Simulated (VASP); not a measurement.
Input of a VASP 6.6.1 run:

The input INCAR:

```
ALGO = Normal
DIPOL = 0.5 0.5 0.300
EDIFF = 1E-6
ENCUT = 520
GGA = PE
IDIPOL = 3
ISIF = 2
ISMEAR = 0
IVDW = 12
LASPH = True
LCHARG = False
LDIPOL = True
LREAL = Auto
LWAVE = False
NBANDS = 62
NELM = 100
PREC = Accurate
SIGMA = 0.05
```

File KPOINTS:

```
k-points
0
Gamma
  6 4 1
```

File POSCAR:

```
C21O
1.0
    4.9298676348      0.0000000000      0.0000000000
    0.0000000000      6.6106466029      0.0000000000
    0.0000000000      0.0000000000     23.0462285946
C O
21 1
Direct
    0.2500000000      0.6298229082      0.1735641901
    0.7500000000      0.6298229082      0.1735641901
    0.0000000000      0.5373434205      0.1893644698
    0.5000000000      0.5373434205      0.1893644698
    0.0000000000      0.3522116844      0.2208793344
    0.5000000000      0.3522116844      0.2208793344
    0.2500000000      0.2597321967      0.2366796141
    0.7500000000      0.2597321967      0.2366796141
    0.2500000000      0.0746004606      0.2681944787
    0.7500000000      0.0746004606      0.2681944787
    0.0000000000      0.9836592811      0.2844332683
    0.5000000000      0.9836592811      0.2844332683
    0.0000000000      0.7989713350      0.3169069768
    0.5000000000      0.7989713350      0.3169069768
    0.2500000000      0.7082723620      0.3324707277
    0.7500000000      0.7082723620      0.3324707277
    0.2500000000      0.5151741001      0.3643514146
    0.7500000000      0.5151741001      0.3643514146
    0.0000000000      0.4319289200      0.3773384682
    0.5000000000      0.4319289200      0.3773384682
    0.2500000000      0.9319289200      0.5660895248
    0.2500000000      0.9319289200      0.5161898202
```

Potentials or basis: VASP PAW PBE potentials, release 64 (C, O).

The run is started by

```sh
$ cat potpaw_PBE.64/C/POTCAR potpaw_PBE.64/O/POTCAR > POTCAR
$ mpirun -np 1 vasp_std > vasp.out
```

Problem. Estimate the band gap on the k mesh.

Solution. Zero (bands 45 and 46 overlap by 0.12 eV).

Problem. Estimate the largest force.

Solution. 3.110 eV/Å.

Forces on the atoms (eV/Å):
```
C    0.000 -1.692  1.103
C    0.000 -1.692  1.103
C    0.000  2.640 -1.645
C    0.000  2.640 -1.645
C    0.000 -1.097  0.622
C    0.000 -1.097  0.622
C    0.000  0.361 -0.316
C    0.000  0.361 -0.317
C    0.000 -0.243  0.250
C    0.000 -0.243  0.250
C    0.000  0.111 -0.064
C    0.000  0.111 -0.064
C    0.001 -0.114  0.072
C   -0.001 -0.114  0.072
C    0.000  0.106 -0.063
C    0.000  0.107 -0.065
C    0.000 -0.237  0.117
C    0.000 -0.236  0.115
C    0.001  0.163 -0.057
C   -0.001  0.163 -0.057
C    0.000  0.009 -0.739
O    0.000 -0.008  0.707
```
